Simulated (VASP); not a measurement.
# ReS in VASP: notebook

ReS is run at these levels: PBE; tasks: single point.

Everything below comes from runs of VASP 6.6.1. Logs are shortened: lines on timing, memory, paths and dates and some standing lists are left out, and cuts for length are marked.

## Step 1: The cell of the first run

It takes space group Imm2 (No. 44, orthorhombic). Conventional cell: a = 3.703 Å, b = 3.703 Å, c = 5.237 Å, α = 90.00°, β = 90.00°, γ = 90.00°. Re (site symmetry mm2) has 4 S at 2.20 to 2.34 Å within 2.9 Å. Within 2.9 Å of S (site symmetry mm2) lie 4 Re at 2.20 to 2.34 Å.

## Step 2: Single point, PBE, collinear spin (atom 2 (S) moved 0.12 Å along y)

File INCAR:

```
ALGO = Normal
EDIFF = 1E-6
ENCUT = 560
GGA = PE
GGA_COMPAT = F
ISIF = 2
ISMEAR = 0
ISPIN = 2
LASPH = T
LCHARG = T
LELF = T
LMAXMIX = 4
LORBIT = 11
LREAL = F
LVHAR = T
LWAVE = F
MAGMOM = 0.05 0
NBANDS = 22
NELM = 200
PREC = Accurate
SIGMA = 0.05
```

File KPOINTS:

```
k-points
0
Gamma
  12 12 12
```

File POSCAR:

```
ReS
1.0
    0.0000000000      2.6183291373      2.6183291373
    2.6183291373      0.0000000000      2.6183291373
    2.6183291373      2.6183291373      0.0000000000
Re S
1 1
Direct
    0.0000000000      0.0000000000      0.0000000000
    0.2729153773      0.2270846227      0.2729153773
```

Potentials or basis: VASP PAW PBE potentials, release 64 (Re_sv_GW, S).

Command:

```bash
$ cat potpaw_PBE.64/Re_sv_GW/POTCAR potpaw_PBE.64/S/POTCAR > POTCAR
$ mpirun -np 1 vasp_std > vasp.out
```

OUTCAR:

```text
EDIFF = 1E-6
   ENCUT = 560
   GGA = PE
   ISIF = 2
   ISMEAR = 0
   ISPIN = 2
   LASPH = T
   LORBIT = 11
   LREAL = F
   NELM = 200
   PREC = Accurate

 ion  position               nearest neighbor table
   1  0.000  0.000  0.000-   2 2.20   2 2.20   2 2.34   2 2.34
   2  0.273  0.227  0.273-   1 2.20   1 2.20   1 2.34   1 2.34

  LATTYP: Found a face centered cubic cell.
 ALAT       =     5.2366582746

  Lattice vectors:

 A1 = (   0.0000000000,   2.6183291373,   2.6183291373)
 A2 = (   2.6183291373,   0.0000000000,   2.6183291373)
 A3 = (   2.6183291373,   2.6183291373,   0.0000000000)

Analysis of symmetry for initial positions (statically):
=====================================================================
 Subroutine PRICEL returns:
 Original cell was already a primitive cell.

 Routine SETGRP: Setting up the symmetry group for a
 face centered cubic supercell.

 Subroutine GETGRP returns: Found  4 space group operations
 (whereof  4 operations were pure point group operations)
 out of a pool of 48 trial point group operations.

The static configuration has the point symmetry C_2v.

Analysis of symmetry for dynamics (positions and initial velocities):
=====================================================================
 Subroutine PRICEL returns:
 Original cell was already a primitive cell.

 Routine SETGRP: Setting up the symmetry group for a
 face centered cubic supercell.

 Subroutine GETGRP returns: Found  4 space group operations
 (whereof  4 operations were pure point group operations)
 out of a pool of 48 trial point group operations.

The dynamic configuration has the point symmetry C_2v.

Analysis of structural, dynamic, and magnetic symmetry:
=====================================================================
 Subroutine PRICEL returns:
 Original cell was already a primitive cell.

 Routine SETGRP: Setting up the symmetry group for a
 face centered cubic supercell.

 Subroutine GETGRP returns: Found  4 space group operations
 (whereof  4 operations were pure point group operations)
 out of a pool of 48 trial point group operations.

The overall configuration has the point symmetry C_2v.

 Subroutine INISYM returns: Found  4 space group operations
 (whereof  4 operations are pure point group operations),
 and found     1 'primitive' translations

----------------------------------------------------------------------------------------

                                     Primitive cell

  volume of cell :      35.9007

  direct lattice vectors                    reciprocal lattice vectors
     0.000000000  2.618329137  2.618329137    -0.190961477  0.190961477  0.190961477
     2.618329137  0.000000000  2.618329137     0.190961477 -0.190961477  0.190961477
     2.618329137  2.618329137  0.000000000     0.190961477  0.190961477 -0.190961477

  length of vectors
     3.702876577  3.702876577  3.702876577     0.330754981  0.330754981  0.330754981

  position of ions in fractional coordinates (direct lattice)
     0.000000000  0.000000000  0.000000000
     0.272915377  0.227084623  0.272915377

  ion indices of the primitive-cell ions
   primitive index   ion index
                 1           1
                 2           2

----------------------------------------------------------------------------------------

 KPOINTS: k-points

Automatic generation of k-mesh.
 Grid dimensions read from file:
 generate k-points for:   12   12   12

 Generating k-lattice:

  Cartesian coordinates                     Fractional coordinates (reciprocal lattice)
    -0.015913456  0.015913456  0.015913456     0.083333333  0.000000000  0.000000000
     0.015913456 -0.015913456  0.015913456     0.000000000  0.083333333  0.000000000
     0.015913456  0.015913456 -0.015913456     0.000000000  0.000000000  0.083333333

  Length of vectors
     0.027562915  0.027562915  0.027562915

  Shift w.r.t. Gamma in fractional coordinates (k-lattice)
     0.000000000  0.000000000  0.000000000

 Subroutine IBZKPT returns following result:
 ===========================================

 Found    280 irreducible k-points:

 Following reciprocal coordinates:
            Coordinates               Weight
  0.000000  0.000000  0.000000      1.000000
  0.083333  0.000000  0.000000      4.000000
  0.000000  0.083333  0.000000      4.000000
  0.166667  0.000000  0.000000      4.000000
  0.000000  0.166667  0.000000      4.000000
  0.250000  0.000000  0.000000      4.000000
[... 16 lines left out ...]
  0.250000  0.166667  0.250000      4.000000
  0.333333  0.083333  0.000000      8.000000
 [... further k-points ...]
   k-points           NKPTS =    280   k-points in BZ     NKDIM =    280   number of bands    NBANDS=     22
   number of dos      NEDOS =    301   number of ions     NIONS =      2
   total plane-waves  NPLWV =  27000
   dimension x,y,z NGX =    30 NGY =   30 NGZ =   30
   dimension x,y,z NGXF=    60 NGYF=   60 NGZF=   60
   ions per type =               1   1
   NGX,Y,Z   is equivalent  to a cutoff of  13.47, 13.47, 13.47 a.u.
   NGXF,Y,Z  is equivalent  to a cutoff of  26.94, 26.94, 26.94 a.u.
 SYSTEM =  unknown system
   PREC   = accura    normal or accurate (medium, high low for compatibility)
   ISTART =      0    job   : 0-new  1-cont  2-samecut
   ICHARG =      2    charge: 1-file 2-atom 10-const
   ISPIN  =      2    spin polarized calculation?
   LNONCOLLINEAR =      F non collinear calculations
   LSORBIT =      F    spin-orbit coupling
   LASPH  =      T    aspherical Exc in radial PAW
   ENCUT  =  560.0 eV  41.16 Ry    6.42 a.u.   7.14  7.14  7.14*2*pi/ulx,y,z
   NELM   =    200;   NELMIN=  2; NELMDL= -5     # of ELM steps
   EDIFF  = 0.1E-05   stopping-criterion for ELM
   LREAL  =      F    real-space projection
   EDIFFG = 0.1E-04   stopping-criterion for IOM
   NSW    =      0    number of steps for IOM
   IBRION =     -1    ionic relax: 0-MD 1-quasi-New 2-CG
   NFREE  =      0    steps in history (QN), initial steepest desc. (CG)
   ISIF   =      2    stress and relaxation
   ISYM   =      2    0-nonsym 1-usesym 2-fastsym
   POTIM  = 0.5000    time-step for ionic-motion
   TEBEG  =    0.0;   TEEND  =   0.0 temperature during run
   PSTRESS=    0.0 pullay stress
   NELECT =      21.0000    total number of electrons
   NUPDOWN=      -1.0000    fix difference up-down
   EMIN   =  10.00;   EMAX   =-10.00  energy-range for DOS
   EFERMI =   0.00;   METHOD = LEGACY
   ISMEAR =     0;   SIGMA  =   0.05  broadening in eV -4-tet -1-fermi 0-gaus
   EFERMI_NEDOS =   21; number of points for ismear=-14 and -15
   IALGO  =     38    algorithm
   IMIX   =      4    mixing-type and parameters
     AMIX     =   0.40;   BMIX     =  1.00
     AMIX_MAG =   1.60;   BMIX_MAG =  1.00
  volume/ion in A,a.u.               =      17.95       121.13
  Fermi-wavevector in a.u.,A,eV,Ry     =   1.369137  2.587294 25.504626  1.874537
  Thomas-Fermi vector in A             =   2.495039
   LORBIT       =     11    0 simple, 1 ext, 2 COOP (PROOUT), +10 PAW based schemes
   GGA     = PE    functional components
   LHFCALC =     F    Hartree Fock is set to
   AEXX    =    0.0000 exact exchange contribution
   IVDW    =     0    specifies the selected vdW correction
   LEPSILON=     F    determine dielectric tensor
   LRPA    =     F    only Hartree local field effects (RPA)
 spin polarized calculation
 Gauss-broadening in eV      SIGMA  =   0.05
  energy-cutoff  :      560.00
  volume of cell :       35.90
 maximum number of plane-waves:      1106
 NGX is ok and might be reduce to    30
   NGX = 15   NGY = 15   NGZ = 15

 number of electron      21.0000000 magnetization       0.0065148

 Free energy of the ion-electron system (eV)
  ---------------------------------------------------
  ext. energy  EPLUGINS =         0.00000000
  ---------------------------------------------------
  free energy    TOTEN  =       -17.37275086 eV

  energy without entropy =      -17.36941457  energy(sigma->0) =      -17.37108271

 E-fermi :   8.4998     XC(G=0): -11.3827

 val. band max:        8.4972241997   @ k =   0.4167   0.1667  -0.4167
 cond. band min:       8.5001761406   @ k =   0.0000  -0.3333   0.1667
 fundamental gap:      0.0029519409
 Fermi energy:         8.4997941263

 spin component 1

 k-point     1 :       0.0000    0.0000    0.0000
  band No.  band energies     occupation
      1     -71.1900      1.00000
      2     -33.1915      1.00000
      3     -33.1228      1.00000
      4     -33.0571      1.00000
      5      -7.3148      1.00000
      6       2.0514      1.00000
[... 14 lines left out ...]
     21      23.7098      0.00000
     22      24.2403      0.00000
[... 552 lines left out ...]
  band No.  band energies     occupation
      1     -71.1889      1.00000
      2     -33.2352      1.00000
      3     -33.1388      1.00000
      4     -33.0659      1.00000
      5      -6.5237      1.00000
      6       1.4917      1.00000
[... 14 lines left out ...]
     21      26.5649      0.00000
     22      26.9760      0.00000

 [... further k-points ...]

 spin component 2

 k-point     1 :       0.0000    0.0000    0.0000
  band No.  band energies     occupation
      1     -71.1876      1.00000
      2     -33.1888      1.00000
      3     -33.1196      1.00000
      4     -33.0534      1.00000
      5      -7.3143      1.00000
      6       2.0525      1.00000
[... 14 lines left out ...]
     21      23.7110      0.00000
     22      24.2416      0.00000
[... 552 lines left out ...]
  band No.  band energies     occupation
      1     -71.1866      1.00000
      2     -33.2326      1.00000
      3     -33.1356      1.00000
      4     -33.0623      1.00000
      5      -6.5233      1.00000
      6       1.4929      1.00000
[... 14 lines left out ...]
     21      26.5667      0.00000
     22      26.9775      0.00000

 [... further k-points ...]

------------------------ aborting loop because EDIFF is reached ----------------------------------------

  FORCE on cell =-STRESS in cart. coord.  units (eV):
  Direction    XX          YY          ZZ          XY          YZ          ZX
  --------------------------------------------------------------------------------------
  -------------------------------------------------------------------------------------
  Total        0.1548295      0.1522711      0.1548295      0.0000000      0.0000000     -2.2952243
  in kB        6.9097369      6.7955626      6.9097369      0.0000000      0.0000000   -102.4313768
  external PRESSURE =       6.8716788 kB  Pullay stress =       0.0000000 kB

 VOLUME and BASIS-vectors are now :
 -----------------------------------------------------------------------------
  energy-cutoff  :      560.00
  volume of cell :       35.90
      direct lattice vectors                 reciprocal lattice vectors
     0.000000000  2.618329137  2.618329137    -0.190961477  0.190961477  0.190961477
     2.618329137  0.000000000  2.618329137     0.190961477 -0.190961477  0.190961477
     2.618329137  2.618329137  0.000000000     0.190961477  0.190961477 -0.190961477

 POSITION                                       TOTAL-FORCE (eV/Angst)
 -----------------------------------------------------------------------------------
      0.00000      0.00000      0.00000         0.000000      1.897364      0.000000
      1.30916      1.42916      1.30916         0.000000     -1.897364      0.000000
 -----------------------------------------------------------------------------------
    total drift:                                0.000000      0.000128      0.000000

  FREE ENERGIE OF THE ION-ELECTRON SYSTEM (eV)
  ---------------------------------------------------
  free  energy   TOTEN  =       -17.3727508571 eV

  energy  without entropy=      -17.3694145691  energy(sigma->0) =      -17.37108271

 total charge

# of ion       s       p       d       f       tot
--------------------------------------------------
    1        3.365   6.015   4.379   0.060  13.819
    2        1.301   2.389   0.000   0.000   3.690
--------------------------------------------------
tot          4.666   8.404   4.379   0.060  17.509

 magnetization (x)

# of ion       s       p       d       f       tot
--------------------------------------------------
    1        0.001   0.000   0.005   0.000   0.005
    2       -0.000  -0.000   0.000   0.000  -0.000
--------------------------------------------------
tot          0.001  -0.000   0.005   0.000   0.005
```

Run time: 4.7 min. Hardware: 1 thread of Intel Xeon Platinum 8488C (Sapphire Rapids), shared host; peak memory 0.49 GiB.

What came out:

* Free energy: -17.3728 eV
* Pressure: 0.7 GPa
* Largest force: 1.897 eV/Å
* Net moment: 0.01 μB per cell
* Valence electrons inside the program's atomic spheres: Re 13.82; S 3.69

Forces on the atoms (eV/Å):
```
Re   0.000  1.897  0.000
S    0.000 -1.897  0.000
```

Levels at points of the mesh, in eV from the Fermi level:
Spin up:
| k point | band 7 | band 8 | band 9 | band 10 | band 11 | band 12 | band 13 | band 14 |
| --- | --- | --- | --- | --- | --- | --- | --- | --- |
| (0.00, 0.00, 0.00) | -6.28 | -5.99 | -1.18 | -1.11 | 1.13 | 4.03 | 4.90 | 5.46 |
| (0.50, 0.00, 0.00) | -5.61 | -5.48 | -1.10 | -0.71 | -0.52 | 1.74 | 2.13 | 3.96 |
| (0.00, 0.50, 0.00) | -5.97 | -5.91 | -0.78 | -0.49 | -0.13 | 2.59 | 2.76 | 3.78 |
| (0.50, 0.50, 0.00) | -4.86 | -4.74 | -2.33 | -0.72 | 0.06 | 0.55 | 0.70 | 7.64 |
| (0.50, 0.00, 0.50) | -5.04 | -4.49 | -2.37 | -0.70 | 0.12 | 0.38 | 0.91 | 7.66 |
Spin down:
| k point | band 7 | band 8 | band 9 | band 10 | band 11 | band 12 | band 13 | band 14 |
| --- | --- | --- | --- | --- | --- | --- | --- | --- |
| (0.00, 0.00, 0.00) | -6.28 | -5.99 | -1.18 | -1.10 | 1.14 | 4.03 | 4.91 | 5.46 |
| (0.50, 0.00, 0.00) | -5.61 | -5.48 | -1.10 | -0.70 | -0.51 | 1.74 | 2.13 | 3.96 |
| (0.00, 0.50, 0.00) | -5.97 | -5.90 | -0.78 | -0.48 | -0.13 | 2.59 | 2.76 | 3.78 |
| (0.50, 0.50, 0.00) | -4.86 | -4.74 | -2.32 | -0.72 | 0.07 | 0.55 | 0.70 | 7.64 |
| (0.50, 0.00, 0.50) | -5.04 | -4.49 | -2.36 | -0.69 | 0.13 | 0.38 | 0.91 | 7.67 |

Caveat: the cell differs from its parent crystal (atom 2 (S) moved 0.12 Å along y); spin-orbit coupling is left out, which moves the levels of the heavy elements; forces of over 1 eV/Å act on the atoms, so gaps and moduli don't describe the material at rest.

## Step 3: Single point, PBE, collinear spin (atoms moved at random and the cell strained at random)

File INCAR:

```
ALGO = Normal
EDIFF = 1E-6
ENCUT = 520
GGA = PE
ISIF = 2
ISMEAR = 0
ISPIN = 2
LASPH = T
LCHARG = F
LMAXMIX = 4
LORBIT = 11
LREAL = F
LWAVE = F
MAGMOM = 0.05 0
NBANDS = 18
NELM = 150
PREC = Accurate
SIGMA = 0.05
```

KPOINTS is that of step 2.

File POSCAR:

```
ReS
1.0
    0.0057706519      2.6134060530      2.6094543206
    2.5821698208      0.0360806194      2.5791443531
    2.6267475192      2.6276737838     -0.0084970790
Re S
1 1
Direct
    0.0075005253      0.0090961196     -0.0110869845
    0.2424994747      0.2409038804      0.2610869845
```

Potentials or basis: VASP PAW PBE potentials, release 64 (Re, S).

Command:

```bash
$ cat potpaw_PBE.64/Re/POTCAR potpaw_PBE.64/S/POTCAR > POTCAR
$ mpirun -np 1 vasp_std > vasp.out
```

It took 27 min on 1 thread of Oxide Virtual Turin-like, shared host; peak memory 0.8 GiB.

Results (log left out):

```
Free energy                                           : -15.7685 eV
Pressure                                              : 5.5 GPa
Largest force                                         : 1.207 eV/Å
Net moment                                            : 0.01 μB per cell
Valence electrons inside the program's atomic spheres : Re 6.23; S 3.70
```

Forces on the atoms (eV/Å):
```
Re   0.396  0.107 -1.135
S   -0.396 -0.107  1.135
```

Stress tensor (GPa, compression positive):
```
 5.27  5.89  0.01
 5.89  5.47 -2.34
 0.01 -2.34  5.80
```

Levels at points of the mesh, in eV from the Fermi level:
Spin up:
```
           k point  band 4  band 5  band 6  band 7  band 8  band 9  band 10  band 11
(0.00, 0.00, 0.00)   -6.13   -1.21   -1.18    1.28    4.37    4.91     5.42     7.74
(0.50, 0.00, 0.00)   -5.96   -0.83   -0.54   -0.19    2.43    2.84     3.90     9.08
(0.00, 0.50, 0.00)   -5.95   -0.74   -0.49   -0.25    2.43    2.69     3.76     9.40
(0.50, 0.50, 0.00)   -4.60   -2.43   -0.75    0.16    0.53    0.74     7.87     8.49
(0.00, 0.00, 0.50)   -5.62   -1.04   -0.76   -0.57    1.87    2.24     4.11     9.44
(0.50, 0.00, 0.50)   -4.78   -2.41   -0.76    0.13    0.58    0.69     7.87     8.47
(0.00, 0.50, 0.50)   -4.79   -2.41   -0.76    0.13    0.56    0.73     7.88     8.45
(0.50, 0.50, 0.50)   -5.71   -1.02   -0.63   -0.47    1.98    2.47     4.03     9.37
```
Spin down:
| k point | band 4 | band 5 | band 6 | band 7 | band 8 | band 9 |
| --- | --- | --- | --- | --- | --- | --- |
| (0.00, 0.00, 0.00) | -6.13 | -1.20 | -1.16 | 1.29 | 4.37 | 4.91 |
| (0.50, 0.00, 0.00) | -5.96 | -0.82 | -0.53 | -0.18 | 2.43 | 2.84 |
| (0.00, 0.50, 0.00) | -5.95 | -0.73 | -0.49 | -0.24 | 2.43 | 2.70 |
| (0.50, 0.50, 0.00) | -4.60 | -2.42 | -0.74 | 0.17 | 0.53 | 0.74 |
| (0.00, 0.00, 0.50) | -5.61 | -1.04 | -0.75 | -0.56 | 1.88 | 2.24 |
| (0.50, 0.00, 0.50) | -4.78 | -2.40 | -0.76 | 0.14 | 0.59 | 0.70 |
| (0.00, 0.50, 0.50) | -4.79 | -2.40 | -0.75 | 0.14 | 0.57 | 0.74 |
| (0.50, 0.50, 0.50) | -5.71 | -1.02 | -0.62 | -0.46 | 1.99 | 2.47 |

Caveat: the cell differs from its parent crystal (atoms moved at random and the cell strained at random); the cell stands under pressure; spin-orbit coupling is left out, which moves the levels of the heavy elements; forces of over 1 eV/Å act on the atoms, so gaps and moduli don't describe the material at rest.
